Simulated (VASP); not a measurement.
Input of a VASP 6.6.1 run:

The input INCAR:

```
ALGO = Normal
EDIFF = 1E-6
ENCUT = 500
GGA = PE
GGA_COMPAT = False
ISIF = 2
ISMEAR = 0
IVDW = 12
LASPH = True
LCHARG = False
LREAL = False
LWAVE = False
NBANDS = 16
NELM = 120
PREC = Accurate
SIGMA = 0.02
```

KPOINTS

```
k-points
0
Gamma
  8 8 8
```

POSCAR

```
GaP
1.0
    0.0000000000      2.6954112988      2.6954112988
    2.6954112988      0.0000000000      2.6954112988
    2.6954112988      2.6954112988      0.0000000000
Ga P
1 1
Direct
    0.0000000000      0.0000000000      0.0000000000
    0.2500000000      0.2500000000      0.2500000000
```

Potentials or basis: VASP PAW PBE potentials, release 64 (Ga_d, P).

Run with:

```sh
$ cat potpaw_PBE.64/Ga_d/POTCAR potpaw_PBE.64/P/POTCAR > POTCAR
$ mpirun -np 1 vasp_std > vasp.out
```

(1) Predict the pressure.

(2) What does it give for the dispersion energy per atom?

(3) What does it give for the band gap on the k mesh?

## Answers

(1) 2.6 GPa.

(2) -0.328 eV.

(3) 1.58 eV (least direct gap 2.10 eV).
